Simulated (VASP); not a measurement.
A run of VASP 6.6.1 is set up as follows.

INCAR

```
  PREC = Accurate
  ENCUT = 590
  EDIFF = 1E-6
  ISMEAR = -1
  SIGMA = 0.025
  LREAL = False
  LASPH = True
  NELM = 200
  ALGO = Normal
  ISIF = 2
  LWAVE = False
  LCHARG = True
  ISPIN = 2
  MAGMOM = 1.08
  LORBIT = 11
  LMAXMIX = 4
  LDAU = True
  LDAUTYPE = 2
  LDAUL = 2
  LDAUU = 6.2
  LDAUJ = 0
  LDAUPRINT = 1
  GGA = PS
  IVDW = 12
  LELF = True
  LVHAR = True
  NBANDS = 19
  GGA_COMPAT = False
```

The input KPOINTS:

```
regular mesh
0
Gamma
  13 13 13
```

The input POSCAR:

```
Ni
1.0
    0.0000000000      1.8115017514      1.8115017514
    1.8036859516      0.0078157998      1.8036859516
    1.8115017514      1.8115017514      0.0000000000
Ni
1
Direct
    0.0000000000      0.0000000000      0.0000000000
```

Potentials or basis: VASP PAW PBE potentials, release 64 (Ni_sv_GW).

The run is started by

```bash
$ cat potpaw_PBE.64/Ni_sv_GW/POTCAR > POTCAR
$ mpirun -np 1 vasp_std > vasp.out
```

Problem. Predict the site moments.

Solution. Ni +1.07 μB.

Problem. Estimate the dispersion energy per atom.

Solution. -0.387 eV.

Eigenvalues of the final occupation matrices:
```csv
site,spin,trace,eigenvalues
site 1 d,1,4.50,0.90 0.90 0.90 0.90 0.90
site 1 d,2,3.38,0.55 0.55 0.55 0.87 0.87
```

Caveat: the U is typed as a test and isn't derived for this compound. The state reached can hang on the start; a lower one may exist.
